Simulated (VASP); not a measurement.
InSi2B3, 6 atoms in the cell. Symmetry: P-3m1, No. 164, trigonal system. Conventional cell: a = 3.725 Å, b = 3.725 Å, c = 6.667 Å, α = 90.00°, β = 90.00°, γ = 120.00°. In (site symmetry -3m) has 6 Si at 3.01 Å and 8 B at 3.20 to 3.33 Å and 6 In at 3.72 Å within 4.0 Å. Si (site symmetry 3m) has 7 B at 2.17 to 2.48 Å and 3 In at 3.01 Å within 3.1 Å. Within 2.9 Å of B (site symmetry 3m) lie 4 Si at 2.17 to 2.19 Å and 6 B at 2.35 to 2.88 Å. Within 3.1 Å of B (site symmetry -3m) lie 6 B at 2.35 Å and 6 Si at 2.48 Å. The cell was generated, and may not be a known phase.

- Program: VASP 6.6.1
- Task: single point
- Functional: PBE
- Potentials or basis: VASP PAW PBE potentials, release 64 (In_d, Si, B)
- Cutoff: 520 eV
- k mesh: 6 × 6 × 4
- Occupations: gaussian, width 0.1 eV
- Spin: no spin polarisation
- Dipole correction: no
- Further INCAR settings: ALGO = Normal; EDIFF = 1e-06; NBANDS = 24

Potentials or basis: VASP PAW PBE potentials, release 64 (In_d, Si, B).

Run with:

```console
$ cat potpaw_PBE.64/In_d/POTCAR potpaw_PBE.64/Si/POTCAR potpaw_PBE.64/B/POTCAR > POTCAR
$ mpirun -np 1 vasp_std > vasp.out
```

Hardware: 1 thread of Intel(R) Xeon(R) Platinum 8375C CPU @ 2.90GHz (Ice Lake), on a shared host.

Question: How long does it take, and how much memory?

Answer: It took 51 s on 1 thread of Intel(R) Xeon(R) Platinum 8375C CPU @ 2.90GHz (Ice Lake), with other jobs on the host, peak memory 0.21 GiB. Counts: scf iterations 13, k points 24.
